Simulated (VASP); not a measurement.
**Al: single point with LDA**

Crystal: Al.

```
Al
1.0
     0.00000    2.02481    2.02481
     2.02481    0.00000    2.02481
     2.02481    2.02481    0.00000
Al
1
Direct
  0.00000 0.00000 0.00000
```

- Program: VASP 6.6.1
- Task: single point
- Functional: LDA
- Potentials or basis: VASP PAW LDA potentials, release 64 (Al)
- Cutoff: 520 eV
- k mesh: 11 × 11 × 11
- Occupations: fermi-dirac, width 0.05 eV
- Spin: no spin polarisation
- Dipole correction: no
- Further INCAR settings: ALGO = Fast; EDIFF = 1e-07; NBANDS = 8

| Item | Value |
| --- | --- |
| Pressure | -3.6 GPa |

Levels at points of the mesh, in eV from the Fermi level:
| k point | band 1 | band 2 | band 3 | band 4 | band 5 | band 6 |
| --- | --- | --- | --- | --- | --- | --- |
| (0.00, 0.00, 0.00) | -11.07 | 12.52 | 12.52 | 12.52 | 13.79 | 13.79 |

Run time: 3.5 s on 1 thread of Intel Xeon 6975P-C, with other jobs on the host, peak memory 0.12 GiB.
